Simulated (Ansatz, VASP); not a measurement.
**LiF in VASP and in Ansatz**

File INCAR:

```
PREC = Accurate ; ENCUT = 520
EDIFF = 1E-7 ; ISMEAR = 0
SIGMA = 0.05 ; LREAL = False
LASPH = True ; NELM = 100
ALGO = Normal ; ISIF = 2
LWAVE = False ; LCHARG = True
LELF = True ; LVHAR = True
NBANDS = 18
```

The input KPOINTS:

```
Automatic mesh
0
Gamma
  9 9 6
```

File POSCAR:

```
LiF
1.0
    2.9680706168      0.0000000000      0.0000000000
   -1.4840353084      2.5704245544      0.0000000000
    0.0000000000      0.0000000000      4.8557635292
Li F
2 2
Direct
    0.3333333333      0.6666666667      0.3933365971
    0.6666666667      0.3333333333      0.8933365971
    0.3333333333      0.6666666667      0.9910195924
    0.6666666667      0.3333333333      0.4910195924
```

Input for Ansatz:

```yaml
crystal:
  lattice:
    - [2.9680706168, 0.0, 0.0]
    - [-1.4840353084, 2.5704245544, 0.0]
    - [0.0, 0.0, 4.8557635292]
  atoms:
    - { symbol: Li, position: [0.3333333333, 0.6666666667, 0.3933365971] }
    - { symbol: Li, position: [0.6666666667, 0.3333333333, 0.8933365971] }
    - { symbol: F, position: [0.3333333333, 0.6666666667, 0.9910195924] }
    - { symbol: F, position: [0.6666666667, 0.3333333333, 0.4910195924] }
basis:
  ecutwfc: 520.0
kpoints:
  mp_grid: { grid: [9, 9, 6] }
hamiltonian:
  xc: lda
scf:
  occupations: { method: gaussian, width: 0.05 }
output:
  forces: true
  stress: true
  eigenvalues: true
```

Alike in both runs: task single point; functional LDA; k mesh 9 × 9 × 6; occupations gaussian, width 0.05 eV; no spin polarisation.

|  | VASP | Ansatz |
| --- | --- | --- |
| version | VASP 6.6.1 | Ansatz 0.2.0 |
| potentials or method | VASP PAW LDA potentials, release 64 (Li_sv, F), cutoff 520 eV | scalar-relativistic, plane waves, PAW |
| valence electrons in the cell | 20 | 20 |

|  | VASP | Ansatz | Ansatz less VASP |
| --- | --- | --- | --- |
| gap on the k mesh at the Fermi level (eV) | 7.83 | 7.85 | +0.016 |
| least direct gap on the mesh (eV) | 7.83 | 7.85 | +0.016 |
| rms of the force components (eV/Å) | 0.192 | 0.190 | -0.0019 |

LDA's correlation is that of Perdew and Zunger in VASP and of Perdew and Wang (1992) in Ansatz. Atom by atom the forces differ by 0.002 eV/Å (rms over components).

Noted on VASP's run: the cutoff is under 1.25 times that of the potentials, so the pressure is a little rough.
